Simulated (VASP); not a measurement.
## GaC30 (a cell with a defect): single point with PBE

System: GaC30 (a cell with a defect).

```
C Ga
1.0
    -3.57162    3.57162    3.57162
     3.57162   -3.57162    3.57162
     3.57162    3.57162   -3.57162
C Ga
30 1
Cartesian
  0.0171 0.0148 0.0202
  3.5886 1.7999 -1.7649
  3.5938 0.0047 -0.0072
  3.5937 -1.8000 1.7948
  1.7981 3.5812 -1.7683
  1.7918 1.8047 -0.0079
  1.7936 -1.7991 3.5969
  0.0590 3.4854 0.0650
  -0.0104 1.8050 1.7966
  -0.0110 0.0030 3.5966
  3.6338 1.8419 1.7057
  -1.7731 3.5830 1.8010
  -1.7680 1.7998 3.5919
  1.8001 3.5808 1.8017
  1.7026 1.8448 3.6336
  2.6807 2.6783 -2.6728
  2.6840 0.8969 -0.8821
  2.7817 -0.9351 0.8539
  2.6859 -2.6742 2.6872
  0.9238 2.6735 -0.8759
  0.8505 0.9929 0.8570
  0.8535 -0.9384 2.7848
  4.4945 0.9018 0.8937
  -0.8810 2.6733 0.9261
  -0.8854 0.8953 2.6890
  2.6923 2.7064 0.8940
  -2.6761 2.6785 2.6838
  0.8957 4.4635 0.8987
  0.8904 2.7058 2.6940
  0.8907 0.9037 4.4985
  2.2419 0.4531 2.2452
```

```yaml
Program: VASP 6.6.1
Task: single point
Functional: PBE
Potentials_or_basis: VASP PAW PBE potentials, release 64 (C, Ga_d)
Cutoff: 520 eV
k_mesh: 1 × 1 × 1
Occupations: fermi-dirac, width 0.01 eV
Spin: collinear spin
Fixed_moment: 1 μB
```

| Quantity | Value |
| --- | --- |
| Largest force | 0.574 eV/Å |
| Net moment | 1.00 μB per cell |
| Site moments | C +0.00, +0.01, +0.08 (each value once); Ga +0.05 μB |
| Valence electrons inside the program's atomic spheres | C 2.58, 2.63, 2.61, 2.65 (each value once); Ga 12.29 |

Forces on the atoms (eV/Å):
```
C    0.168 -0.028  0.205
C    0.204  0.167 -0.030
C   -0.246  0.300  0.272
C   -0.227  0.401  0.337
C   -0.290  0.219  0.174
C    0.334 -0.227  0.399
C    0.299  0.273 -0.246
C   -0.093 -0.085 -0.203
C    0.271 -0.240  0.300
C    0.403  0.332 -0.226
C   -0.208 -0.093 -0.087
C    0.215  0.169 -0.288
C   -0.028  0.207  0.170
C    0.175 -0.289  0.217
C   -0.086 -0.202 -0.091
C    0.030 -0.167 -0.199
C   -0.169 -0.214  0.290
C    0.080  0.077  0.194
C   -0.219  0.293 -0.170
C   -0.400  0.227 -0.332
C    0.194  0.079  0.081
C    0.083  0.198  0.078
C   -0.270 -0.294  0.247
C   -0.298  0.251 -0.272
C    0.291 -0.169 -0.220
C   -0.329 -0.403  0.232
C   -0.161 -0.200  0.039
C   -0.202  0.030 -0.162
C    0.248 -0.273 -0.300
C    0.234 -0.335 -0.403
Ga   0.000  0.000 -0.004
```

It took 3.2 min on 1 thread of Intel Xeon 8259CL (shared host), peak memory 0.39 GiB.

Caveat: the k points lie up to 1.24 Å⁻¹ apart; the cell carries a net charge on a neutralising background, which shifts energy and pressure; the total moment is fixed, so each spin has its own Fermi level.
